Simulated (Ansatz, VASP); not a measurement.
# One calculation of Ir, two programs

File INCAR:

```
SYSTEM = Ir
ALGO = Fast
EDIFF = 1E-6
ENCUT = 520
GGA = CA
ISIF = 2
ISMEAR = 0
LASPH = .True.
LCHARG = .True.
LELF = .True.
LREAL = .False.
LVHAR = .True.
LWAVE = .False.
NBANDS = 16
NELM = 60
PREC = Accurate
SIGMA = 0.15
```

KPOINTS

```
k-points
0
Gamma
  16 16 12
  0 0 0
```

File POSCAR:

```
Ir
1.0
    0.0000000000     -1.9054060557     -1.9054060557
    0.0000000000      1.9054060557     -1.9054060557
    3.8108121114      0.0000000000      0.0000000000
Ir
2
Direct
    0.5151148885      0.4848851115      0.4831531972
   -0.0151148885      0.0151148885      0.0168468028
```

Input for Ansatz:

```yaml
crystal:
  lattice:
    - [0.0, -1.9054060557, -1.9054060557]
    - [0.0, 1.9054060557, -1.9054060557]
    - [3.8108121114, 0.0, 0.0]
  atoms:
    - { symbol: Ir, position: [0.5151148885, 0.4848851115, 0.4831531972] }
    - { symbol: Ir, position: [-0.0151148885, 0.0151148885, 0.0168468028] }
basis:
  ecutwfc: 420
kpoints:
  mp_grid: { grid: [16, 16, 12] }
hamiltonian:
  xc: lda
  pseudopotentials: { kind: paw, azcp: { folder: soft_1 } }
scf:
  occupations: { method: gaussian, width: 0.15 }
output:
  forces: true
  stress: true
  eigenvalues: true
```

Change from the starting cell: mode 4 frozen in at -0.058 Å and mode 6 at -0.064 Å (largest displacements).

Alike in both runs: task single point; functional LDA; k mesh 16 × 16 × 12; occupations gaussian, width 0.15 eV; no spin polarisation.

|  | VASP | Ansatz |
| --- | --- | --- |
| version | VASP 6.6.1 | Ansatz 0.2.0 |
| potentials or method | VASP PAW LDA potentials, release 64 (Ir), cutoff 520 eV | scalar-relativistic, plane waves, PAW |
| valence electrons in the cell | 18 | 34 |

```csv
,VASP,Ansatz,Ansatz less VASP
gap on the k mesh at the Fermi level (eV),none,none,-
pressure (GPa),8.0,5.0,-3.00
"traceless stress, the component that is largest in VASP (GPa)",5.49,5.46,-0.039
rms of the force components (eV/Å),1.268,1.229,-0.0390
```

Ansatz warns that its potentials were made for another functional, while VASP's fit it. LDA's correlation is that of Perdew and Zunger in VASP and of Perdew and Wang (1992) in Ansatz. Atom by atom the forces differ by 0.040 eV/Å (rms over components). A gap of «none» marks a metal or a gap that the smearing closes. VASP's potentials hold 18 valence electrons a cell and Ansatz's 34, so a difference there can come from the potentials and not from the codes.

Spin-orbit coupling is off throughout.
